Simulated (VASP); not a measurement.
# PrBe3Si (P-6m2) in VASP: single point with PBE

Aim: the single point of PrBe3Si with PBE.

Everything below comes from runs of VASP 6.6.1. Logs are shortened: lines on timing, memory, paths and dates and some standing lists are left out, and cuts for length are marked.

**1. The cell of the first run**

It takes space group P-6m2 (No. 187, hexagonal). Conventional cell: a = 4.582 Å, b = 4.582 Å, c = 7.432 Å, α = 90.00°, β = 90.00°, γ = 120.00°. Pr (site symmetry -6m2) has 3 Si at 2.65 Å and 2 Be at 2.74 Å within 3.5 Å. Within 2.6 Å of Be (site symmetry 3m) lie 1 Be at 1.96 Å. Be (site symmetry -6m2) has 6 Be at 2.82 Å within 3.7 Å. Within 3.5 Å of Si (site symmetry -6m2) lie 3 Pr at 2.65 Å.

**2. Single point, PBE**

INCAR

```
  PREC = Accurate
  ENCUT = 600
  EDIFF = 1E-6
  ISMEAR = 0
  SIGMA = 0.2
  LREAL = F
  LASPH = T
  NELM = 200
  ALGO = Normal
  ISIF = 2
  LWAVE = F
  LCHARG = F
  GGA = PE
  NBANDS = 20
  GGA_COMPAT = F
  LMAXMIX = 6
```

KPOINTS

```
Automatic mesh
0
Gamma
  5 5 3
```

POSCAR

```
PrBe3Si
1.0
    4.5822329028      0.0000000000      0.0000000000
   -2.2911164514      3.9683300999      0.0000000000
    0.0000000000      0.0000000000      7.4322837474
Pr Be Si
1 3 1
Direct
    0.6666666667      0.3333333333      0.5000000000
    0.6666666667      0.3333333333      0.1316193260
    0.6666666667      0.3333333333      0.8683806740
    0.0000000000      0.0000000000      0.0000000000
    0.0000000000      0.0000000000      0.5000000000
```

Potentials or basis: VASP PAW PBE potentials, release 64 (Pr, Be, Si).

The run is started by

```bash
$ cat potpaw_PBE.64/Pr/POTCAR potpaw_PBE.64/Be/POTCAR potpaw_PBE.64/Si/POTCAR > POTCAR
$ mpirun -np 1 vasp_std > vasp.out
```

OUTCAR:

```text
PREC = Accurate
   ENCUT = 600
   EDIFF = 1E-6
   ISMEAR = 0
   LREAL = F
   LASPH = T
   NELM = 200
   ISIF = 2
   GGA = PE

 ion  position               nearest neighbor table
   1  0.667  0.333  0.500-   5 2.65   5 2.65   5 2.65   2 2.74   3 2.74
   2  0.667  0.333  0.132-   3 1.96   1 2.74
   3  0.667  0.333  0.868-   2 1.96   1 2.74
   4  0.000  0.000  0.000-
   5  0.000  0.000  0.500-   1 2.65   1 2.65   1 2.65

  LATTYP: Found a hexagonal cell.
 ALAT       =     4.5822329028
 C/A-ratio  =     1.6219786085

  Lattice vectors:

 A1 = (   4.5822329028,   0.0000000000,   0.0000000000)
 A2 = (  -2.2911164514,   3.9683300999,   0.0000000000)
 A3 = (   0.0000000000,   0.0000000000,   7.4322837474)

Analysis of symmetry for initial positions (statically):
=====================================================================
 Subroutine PRICEL returns:
 Original cell was already a primitive cell.

 Routine SETGRP: Setting up the symmetry group for a
 hexagonal supercell.

 Subroutine GETGRP returns: Found 12 space group operations
 (whereof 12 operations were pure point group operations)
 out of a pool of 24 trial point group operations.

The static configuration has the point symmetry D_3h.

Analysis of symmetry for dynamics (positions and initial velocities):
=====================================================================
 Subroutine PRICEL returns:
 Original cell was already a primitive cell.

 Routine SETGRP: Setting up the symmetry group for a
 hexagonal supercell.

 Subroutine GETGRP returns: Found 12 space group operations
 (whereof 12 operations were pure point group operations)
 out of a pool of 24 trial point group operations.

The dynamic configuration has the point symmetry D_3h.

 Subroutine INISYM returns: Found 12 space group operations
 (whereof 12 operations are pure point group operations),
 and found     1 'primitive' translations

----------------------------------------------------------------------------------------

[... 76 lines left out ...]
   ICHARG =      2    charge: 1-file 2-atom 10-const
   ISPIN  =      1    spin polarized calculation?
   LNONCOLLINEAR =      F non collinear calculations
   LSORBIT =      F    spin-orbit coupling
   LASPH  =      T    aspherical Exc in radial PAW
   ENCUT  =  600.0 eV  44.10 Ry    6.64 a.u.   9.15  9.15 14.84*2*pi/ulx,y,z
   NELM   =    200;   NELMIN=  2; NELMDL= -5     # of ELM steps
   EDIFF  = 0.1E-05   stopping-criterion for ELM
   LREAL  =      F    real-space projection
   EDIFFG = 0.1E-04   stopping-criterion for IOM
   NSW    =      0    number of steps for IOM
   IBRION =     -1    ionic relax: 0-MD 1-quasi-New 2-CG
   NFREE  =      0    steps in history (QN), initial steepest desc. (CG)
   ISIF   =      2    stress and relaxation
   ISYM   =      2    0-nonsym 1-usesym 2-fastsym
   POTIM  = 0.5000    time-step for ionic-motion
   TEBEG  =    0.0;   TEEND  =   0.0 temperature during run
   PSTRESS=    0.0 pullay stress
   NELECT =      23.0000    total number of electrons
   NUPDOWN=      -1.0000    fix difference up-down
   EMIN   =  10.00;   EMAX   =-10.00  energy-range for DOS
   EFERMI =   0.00;   METHOD = LEGACY
   ISMEAR =     0;   SIGMA  =   0.20  broadening in eV -4-tet -1-fermi 0-gaus
   EFERMI_NEDOS =   21; number of points for ismear=-14 and -15
   IALGO  =     38    algorithm
   IMIX   =      4    mixing-type and parameters
     AMIX     =   0.40;   BMIX     =  1.00
     AMIX_MAG =   1.60;   BMIX_MAG =  1.00
  volume/ion in A,a.u.               =      27.03       182.40
  Fermi-wavevector in a.u.,A,eV,Ry     =   0.907225  1.714407 11.198374  0.823057
  Thomas-Fermi vector in A             =   2.031007
   LORBIT       =      0    0 simple, 1 ext, 2 COOP (PROOUT), +10 PAW based schemes
   GGA     = PE    functional components
   LHFCALC =     F    Hartree Fock is set to
   AEXX    =    0.0000 exact exchange contribution
   IVDW    =     0    specifies the selected vdW correction
   LEPSILON=     F    determine dielectric tensor
   LRPA    =     F    only Hartree local field effects (RPA)
 non-spin polarized calculation
 Gauss-broadening in eV      SIGMA  =   0.20
  energy-cutoff  :      600.00
  volume of cell :      135.15
 maximum number of plane-waves:      4517
 NGX is ok and might be reduce to    40
   NGX = 19   NGY = 19   NGZ = 29

 number of electron      23.0000001 magnetization

 Free energy of the ion-electron system (eV)
  ---------------------------------------------------
  ext. energy  EPLUGINS =         0.00000000
  ---------------------------------------------------
  free energy    TOTEN  =       -14.01212955 eV

  energy without entropy =      -13.74093973  energy(sigma->0) =      -13.87653464

 E-fermi :   1.6464     XC(G=0):  -7.9307

 val. band max:        1.6365517574   @ k =   0.4000   0.2000   0.0000
 cond. band min:       1.6572300662   @ k =   0.0000   0.0000   0.0000
 fundamental gap:      0.0206783088
 Fermi energy:         1.6463726183

 k-point     1 :       0.0000    0.0000    0.0000
  band No.  band energies     occupation
      1     -33.8066      2.00000
      2     -15.9397      2.00000
      3     -15.9397      2.00000
      4     -15.8708      2.00000
      5      -5.2556      2.00000
      6      -3.1745      2.00000
[... 219 lines left out ...]
     19       2.7635      0.00000
     20       3.5595      0.00000

------------------------ aborting loop because EDIFF is reached ----------------------------------------

  FORCE on cell =-STRESS in cart. coord.  units (eV):
  Direction    XX          YY          ZZ          XY          YZ          ZX
  --------------------------------------------------------------------------------------
  -------------------------------------------------------------------------------------
  Total       -1.9266906     -1.9266906     -0.4324160      0.0000000     -0.0000000      0.0000000
  in kB      -22.8410117    -22.8410117     -5.1263127      0.0000000     -0.0000000      0.0000000
  external PRESSURE =     -16.9361120 kB  Pullay stress =       0.0000000 kB

 VOLUME and BASIS-vectors are now :
 -----------------------------------------------------------------------------
  energy-cutoff  :      600.00
  volume of cell :      135.15
      direct lattice vectors                 reciprocal lattice vectors
     4.582232903  0.000000000  0.000000000     0.218234215  0.125997583  0.000000000
    -2.291116451  3.968330100  0.000000000     0.000000000  0.251995165  0.000000000
     0.000000000  0.000000000  7.432283747     0.000000000  0.000000000  0.134548146

 POSITION                                       TOTAL-FORCE (eV/Angst)
 -----------------------------------------------------------------------------------
      2.29112      1.32278      3.71614         0.000000      0.000000      0.000000
      2.29112      1.32278      0.97823        -0.000000     -0.000000      0.062266
      2.29112      1.32278      6.45405        -0.000000     -0.000000     -0.062266
      0.00000      0.00000      0.00000        -0.000000     -0.000000      0.000000
      0.00000      0.00000      3.71614         0.000000     -0.000000      0.000000
 -----------------------------------------------------------------------------------
    total drift:                               -0.000000      0.000000      0.000000

  FREE ENERGIE OF THE ION-ELECTRON SYSTEM (eV)
  ---------------------------------------------------
  free  energy   TOTEN  =       -14.0121295482 eV

  energy  without entropy=      -13.7409397272  energy(sigma->0) =      -13.87653464
```

Run time: 1.8 min. Hardware: 1 thread of Intel Xeon 8259CL, shared host; peak memory 0.31 GiB.

What came out:

```
Free energy   : -14.0121 eV
Pressure      : -1.7 GPa
Largest force : 0.062 eV/Å
```

Forces on the atoms (eV/Å):
```
Pr   0.000  0.000  0.000
Be   0.000  0.000  0.062
Be   0.000  0.000 -0.062
Be   0.000  0.000  0.000
Si   0.000  0.000  0.000
```

Caveat: spin-orbit coupling is left out, which moves the levels of the heavy elements; without U or exact exchange the open f shell lies at the Fermi level, which spoils levels, moments and volumes. Spin polarisation is off, so any magnetic state and its effect on volume and gap are missing.
